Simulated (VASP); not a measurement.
Set up this calculation in VASP 6.6.1, as the native input.

- Task: single point
- Functional: PBEsol
- Potentials or basis: VASP PAW PBE potentials, release 64 (Hf_pv, O)
- Cutoff: 520 eV
- k mesh: 8 × 8 × 8
- Occupations: gaussian, width 0.01 eV
- Spin: no spin polarisation
- Dipole correction: no
- Further INCAR settings: ALGO = Normal; EDIFF = 1e-06; NBANDS = 18

The structure of HfO2 lies in POSCAR:

```
HfO2
1.0
    0.0000000000      2.5187434080      2.5187434080
    2.5187434080      0.0000000000      2.5187434080
    2.5187434080      2.5187434080      0.0000000000
Hf O
1 2
Direct
    0.0000000000      0.0000000000      0.0000000000
    0.2500000000      0.2500000000      0.2500000000
    0.7500000000      0.7500000000      0.7500000000
```

These files were run (other wordings do the same):

INCAR

```
PREC = Accurate
ENCUT = 520
EDIFF = 1E-6
ISMEAR = 0
SIGMA = 0.01
LREAL = F
LASPH = T
NELM = 100
ALGO = Normal
ISIF = 2
LWAVE = F
LCHARG = F
GGA = PS
NBANDS = 18
```

KPOINTS

```
regular mesh
0
Gamma
  8 8 8
```

Potentials or basis: VASP PAW PBE potentials, release 64 (Hf_pv, O).

Run with:

```bash
$ cat potpaw_PBE.64/Hf_pv/POTCAR potpaw_PBE.64/O/POTCAR > POTCAR
$ mpirun -np 1 vasp_std > vasp.out
```

It gave:

```
Pressure               : -2.7 GPa
Band gap on the k mesh : 3.72 eV, direct
```

Caveat: the PAW data sets were made with another functional, which shifts forces and pressure a little; spin-orbit coupling is left out, which moves the levels of the heavy elements.

Run time: 11 s on 1 thread of Intel(R) Xeon(R) 6975P-C (Granite Rapids), on a shared host, peak memory 0.16 GiB.
